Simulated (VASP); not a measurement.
Input of a VASP 6.6.1 run:

Contents of INCAR:

```
ALGO     = Normal         # electronic algorithm
EDIFF    = 1E-6           # SCF threshold, eV
ENCUT    = 520            # plane-wave cutoff, eV
GGA      = PE             # functional
ISIF     = 2              # what is computed and relaxed
ISMEAR   = -1             # smearing method
LASPH    = True           # aspherical terms in the spheres
LCHARG   = False          # write CHGCAR
LREAL    = False          # projectors in reciprocal space
LWAVE    = False          # write WAVECAR
NBANDS   = 21             # bands
NELM     = 60             # most SCF steps
PREC     = Accurate       # precision mode
SIGMA    = 0.05           # smearing width, eV
```

Contents of KPOINTS:

```
k-points
0
Gamma
  11 11 4
```

File POSCAR:

```
B2O
1.0
    2.9168859236      0.0000000000      0.0000000000
   -1.4584429618      2.5260973098      0.0000000000
    0.0000000000      0.0000000000      7.1448001157
O B
2 4
Direct
    0.3333333333      0.6666666667      0.6940000000
    0.6666666667      0.3333333333      0.3060000000
    0.3333333333      0.6666666667      0.9770000000
    0.6666666667      0.3333333333      0.0230000000
    0.0000000000      0.0000000000      0.6200000000
    0.0000000000      0.0000000000      0.3800000000
```

Potentials or basis: VASP PAW PBE potentials, release 64 (O, B).

The run is started by

```bash
$ cat potpaw_PBE.64/O/POTCAR potpaw_PBE.64/B/POTCAR > POTCAR
$ mpirun -np 1 vasp_std > vasp.out
```

(1) What does it give for the band gap on the k mesh?

(2) Estimate the largest force.

(3) What does it give for the pressure?

## Answers

(1) zero (band 12 reaches 6.24 eV, above the bottom of band 13 at 5.16 eV).

(2) 0.340 eV/Å.

(3) -23.4 GPa.
